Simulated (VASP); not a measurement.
# Ca (Fm-3m) in VASP: further runs, part 3 of 3

VASP 6.6.1.

### Step 6. Relaxation of cell and atoms, PBE, collinear spin

Contents of INCAR:

```
  ALGO = Normal
  EDIFF = 1E-7
  EDIFFG = -0.01
  ENCUT = 500
  GGA = PE
  GGA_COMPAT = F
  IBRION = 2
  ISIF = 3
  ISMEAR = -1
  ISPIN = 2
  LASPH = T
  LCHARG = F
  LORBIT = 11
  LREAL = F
  LWAVE = F
  MAGMOM = 0.5
  NELM = 200
  NELMIN = 4
  NSW = 60
  PREC = Accurate
  SIGMA = 0.1
```

Contents of KPOINTS:

```
k-points
0
Gamma
  6 6 6
```

Contents of POSCAR:

```
Ca
1.0
    0.0000000000      2.4061280000      2.4061280000
    2.4061280000      0.0000000000      2.4061280000
    2.4061280000      2.4061280000      0.0000000000
Ca
1
Direct
    0.0000000000      0.0000000000      0.0000000000
```

Potentials or basis: VASP PAW PBE potentials, release 64 (Ca_sv).

Command:

```
> cat potpaw_PBE.64/Ca_sv/POTCAR > POTCAR
> mpirun -np 1 vasp_std > vasp.out
```

OUTCAR:

```text
EDIFF = 1E-7
   EDIFFG = -0.01
   ENCUT = 500
   GGA = PE
   IBRION = 2
   ISIF = 3
   ISMEAR = -1
   ISPIN = 2
   LASPH = T
   LORBIT = 11
   LREAL = F
   NELM = 200
   NELMIN = 4
   NSW = 60
   PREC = Accurate

 ion  position               nearest neighbor table
   1  0.000  0.000  0.000-

  LATTYP: Found a face centered cubic cell.
 ALAT       =     4.8122560000

  Lattice vectors:

 A1 = (   0.0000000000,   2.4061280000,   2.4061280000)
 A2 = (   2.4061280000,   0.0000000000,   2.4061280000)
 A3 = (   2.4061280000,   2.4061280000,   0.0000000000)

Analysis of symmetry for initial positions (statically):
=====================================================================
 Subroutine PRICEL returns:
 Original cell was already a primitive cell.

 Routine SETGRP: Setting up the symmetry group for a
 face centered cubic supercell.

 Subroutine GETGRP returns: Found 48 space group operations
 (whereof 48 operations were pure point group operations)
 out of a pool of 48 trial point group operations.

The static configuration has the point symmetry O_h .

Analysis of symmetry for dynamics (positions and initial velocities):
=====================================================================
 Subroutine PRICEL returns:
 Original cell was already a primitive cell.

 Routine SETGRP: Setting up the symmetry group for a
 face centered cubic supercell.

 Subroutine GETGRP returns: Found 48 space group operations
 (whereof 48 operations were pure point group operations)
 out of a pool of 48 trial point group operations.

The dynamic configuration has the point symmetry O_h .

Analysis of structural, dynamic, and magnetic symmetry:
=====================================================================
 Subroutine PRICEL returns:
 Original cell was already a primitive cell.

 Routine SETGRP: Setting up the symmetry group for a
 face centered cubic supercell.

 Subroutine GETGRP returns: Found 48 space group operations
 (whereof 48 operations were pure point group operations)
 out of a pool of 48 trial point group operations.

[... 114 lines left out ...]
   GGA     = PE    functional components
   LHFCALC =     F    Hartree Fock is set to
   AEXX    =    0.0000 exact exchange contribution
   IVDW    =     0    specifies the selected vdW correction
   LEPSILON=     F    determine dielectric tensor
   LRPA    =     F    only Hartree local field effects (RPA)
 conjugate gradient relaxation of ions
 spin polarized calculation
  energy-cutoff  :      500.00
  volume of cell :       27.86
 maximum number of plane-waves:       725
 NGX is ok and might be reduce to    28

--------------------------------------- Ionic step        1  -------------------------------------------

 number of electron      10.0000000 magnetization      -0.0011554

 number of electron      10.0000000 magnetization       0.0000345

 Free energy of the ion-electron system (eV)
  ---------------------------------------------------
  ext. energy  EPLUGINS =         0.00000000
  ---------------------------------------------------
  free energy    TOTEN  =        -1.46915450 eV

  energy without entropy =       -1.42715425  energy(sigma->0) =       -1.44815437

 E-fermi :   4.0101     XC(G=0):  -9.1398

 val. band max:        3.9139591320   @ k =  -0.3333   0.3333   0.1667
 cond. band min:       4.0897412635   @ k =   0.5000   0.5000   0.0000
 fundamental gap:      0.1757821315
 Fermi energy:         4.0101292286

 spin component 1

 k-point     1 :       0.0000    0.0000    0.0000
  band No.  band energies     occupation
      1     -37.2471      1.00000
      2     -18.0040      1.00000
      3     -18.0040      1.00000
      4     -18.0040      1.00000
      5      -0.7503      1.00000
      6       6.7507      0.00000
      7       6.7507      0.00000
      8       6.7507      0.00000
      9       8.4606      0.00000
[... 475 lines left out ...]
  FREE ENERGIE OF THE ION-ELECTRON SYSTEM (eV)
  ---------------------------------------------------
  free  energy   TOTEN  =        -1.9281223806 eV

  energy  without entropy=       -1.8717760208  energy(sigma->0) =       -1.89994920

[... ionic steps 4 to 16 ...]

--------------------------------------- Ionic step       17  -------------------------------------------

 number of electron       9.9999998 magnetization      -0.0000001

 number of electron       9.9999998 magnetization       0.0000027
[... 71 lines left out ...]
 number of electron       9.9999999 magnetization      -0.0000085

 number of electron       9.9999999 magnetization       0.0000046

 Free energy of the ion-electron system (eV)
  ---------------------------------------------------
  ext. energy  EPLUGINS =         0.00000000
  ---------------------------------------------------
  free energy    TOTEN  =        -1.93459399 eV

  energy without entropy =       -1.87943524  energy(sigma->0) =       -1.90701461

 E-fermi :   2.0050     XC(G=0):  -7.7420

 val. band max:        1.9820697943   @ k =  -0.3333   0.3333   0.1667
 cond. band min:       2.0832711912   @ k =  -0.3333   0.3333   0.1667
 fundamental gap:      0.1012013969
 Fermi energy:         2.0050275845

 spin component 1

 k-point     1 :       0.0000    0.0000    0.0000
  band No.  band energies     occupation
      1     -40.0200      1.00000
      2     -20.9382      1.00000
      3     -20.9382      1.00000
      4     -20.9382      1.00000
      5      -2.0567      1.00000
      6       4.3232      0.00000
      7       4.3232      0.00000
      8       4.3232      0.00000
      9       5.3996      0.00000
[... 401 lines left out ...]
  FREE ENERGIE OF THE ION-ELECTRON SYSTEM (eV)
  ---------------------------------------------------
  free  energy   TOTEN  =        -1.9345939855 eV

  energy  without entropy=       -1.8794352422  energy(sigma->0) =       -1.90701461

 reached required accuracy - stopping structural energy minimisation

 total charge

# of ion       s       p       d       tot
------------------------------------------
    1        2.082   5.832   0.164   8.079

 magnetization (x)

# of ion       s       p       d       tot
------------------------------------------
    1        0.000   0.000   0.000   0.000
```

CONTCAR:

```text
Ca
   1.00000000000000
    -0.0000000000000000    2.7607625491896983    2.7607625491896983
     2.7607625491896983   -0.0000000000000000    2.7607625491896983
     2.7607625491896983    2.7607625491896983   -0.0000000000000000
  Ca
     1
Direct
     0.0000000000000000    0.0000000000000000    0.0000000000000000

  0.00000000E+00  0.00000000E+00  0.00000000E+00
```

Wall time 3.4 min (1 thread of Intel Xeon 8259CL, shared host); peak memory 0.17 GiB.

Results:

| Quantity | Value |
| --- | --- |
| Free energy | -1.9346 eV |
| Relaxed volume | 42.08 Å³/atom |
| Relaxed cell | a = 3.904 Å, b = 3.904 Å, c = 3.904 Å, α = 60.00°, β = 60.00°, γ = 60.00° |
| Space group after relaxing (to 0.1 Å) | Fm-3m (No. 225) |
| Energy gained by relaxing | 465.4 meV/atom |
| Ionic steps | 19 |
| Pressure after relaxing | 0.0 GPa |
| Band gap on the k mesh | zero (filled and empty bands overlap) |
| Net moment | 0.00 μB per cell |
| Valence electrons inside the program's atomic spheres | Ca 8.08 |

Step by step:
| step | energy change (eV) | largest force (eV/Å) | pressure (GPa) | volume (Å³) |
| --- | --- | --- | --- | --- |
| 1 | 0.0000 | 0.0000 | 13.82 | 27.86 |
| 2 | -0.4480 | 0.0000 | 1.73 | 38.72 |
| 3 | -0.4590 | 0.0000 | -0.86 | 44.49 |
| 4 | -0.4654 | 0.0000 | -0.06 | 42.32 |
| 5 | -0.4654 | 0.0000 | 0.08 | 41.99 |
| 6 | -0.4654 | 0.0000 | 0.08 | 41.99 |
| 7 | -0.4654 | 0.0000 | 0.07 | 42.00 |
| 8 | -0.4654 | 0.0000 | 0.07 | 42.00 |
| 9 | -0.4654 | 0.0000 | 0.07 | 42.00 |
| 10 | -0.4654 | 0.0000 | 0.07 | 42.00 |
| 11 | -0.4654 | 0.0000 | 0.07 | 42.00 |
| 12 | -0.4654 | 0.0000 | 0.07 | 42.00 |
| 13 | -0.4654 | 0.0000 | 0.07 | 42.00 |
| 14 | -0.4654 | 0.0000 | 0.07 | 42.00 |
| 15 | -0.4654 | 0.0000 | 0.07 | 42.00 |
| 16 | -0.4654 | 0.0000 | 0.07 | 42.01 |
| 17 | -0.4654 | 0.0000 | 0.06 | 42.02 |
| 18 | -0.4654 | 0.0000 | 0.06 | 42.04 |
| 19 | -0.4654 | 0.0000 | 0.04 | 42.08 |

Final structure:
```yaml
crystal:
  lattice:
    - [0.00000, 2.76076, 2.76076]
    - [2.76076, 0.00000, 2.76076]
    - [2.76076, 2.76076, 0.00000]
  atoms:
    - { symbol: Ca, position: [0.00000, 0.00000, 0.00000] }
```

Caveat: the k points lie up to 0.33 Å⁻¹ apart in the final cell; the volume moved by over 15 % at a fixed basis, so the end points are rough.

### Step 7. Summary

```tsv
task	level	potentials or basis	spin	cell	smearing	gap on the mesh (eV)	pressure (GPa)	moment (μB)	relaxed volume (Å³/atom)
relaxation of cell and atoms	PBE	VASP PAW PBE potentials, release 64 (Ca_sv)	off	relaxed from a = 3.403 Å, angles 60.0°, 1 atom	fermi-dirac 0.1 eV	none	0.0	-	42.09
relaxation of cell and atoms	LDA	VASP PAW LDA potentials, release 64 (Ca_sv)	off	relaxed from a = 3.403 Å, angles 60.0°, 1 atom	fermi-dirac 0.1 eV	none	0.0	-	38.14
relaxation of cell and atoms	PBE	VASP PAW PBE potentials, release 64 (Ca_sv)	off	relaxed from a = 3.403 Å, angles 60.0°, 1 atom	tetrahedron	none	0.0	-	41.45
single point	PBE	VASP PAW PBE potentials, release 64 (Ca_sv)	collinear	a = 3.905 Å, angles 60.0°, 1 atom	fermi-dirac 0.1 eV	none	0.0	0.00	-
relaxation of cell and atoms	PBE	VASP PAW PBE potentials, release 64 (Ca_sv)	collinear	relaxed from a = 3.403 Å, angles 60.0°, 1 atom	fermi-dirac 0.1 eV	none	0.0	0.00	42.08
```

Alike in all rows: k mesh 6 × 6 × 6; cutoff (eV) 500.

Caveats: some runs use coarse meshes; the volume moved by over 15 % at a fixed basis, so the end points are rough (at least some runs).

Absolute energies hang on the potentials; compare differences alone.
